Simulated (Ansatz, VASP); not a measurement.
**La4TaO in VASP and in Ansatz**

```
La Ta O
1.0
     0.00000    4.39272    4.39272
     4.39272    0.00000    4.39272
     4.39272    4.39272    0.00000
La Ta O
4 1 1
Cartesian
  5.4813 5.4813 3.3042
  3.3042 5.4813 5.4813
  5.4813 3.3042 5.4813
  3.3042 3.3042 3.3042
  6.5891 6.5891 6.5891
  0.0000 0.0000 0.0000
```

Change from the starting cell: species swapped into the TbInCu4 type (F-43m, No. 216).

Alike in both runs: functional PBE; k mesh 4 × 4 × 4; occupations gaussian, width 0.1 eV; no spin polarisation.

Ansatz relaxed the structure, and its values are those at the end. VASP's run is a single point on that final structure, the one shown.

|  | VASP | Ansatz |
| --- | --- | --- |
| version | VASP 6.6.1 | Ansatz 0.2.0 |
| potentials or method | VASP PAW PBE potentials, release 64 (La, Ta_pv, O), cutoff 520 eV | scalar-relativistic, plane waves, PAW |
| valence electrons in the cell | 61 | 63 |

|  | VASP | Ansatz | Ansatz less VASP |
| --- | --- | --- | --- |
| gap on the k mesh at the Fermi level (eV) | none | none | - |
| pressure (GPa) | 0.0 | 0.1 | +0.04 |
| rms of the force components (eV/Å) | 0.005 | 0.001 | -0.0040 |

A gap of «none» marks a metal or a gap that the smearing closes. VASP's potentials hold 61 valence electrons a cell and Ansatz's 63, so a difference there can come from the potentials and not from the codes.

Neither program's run includes spin-orbit coupling.
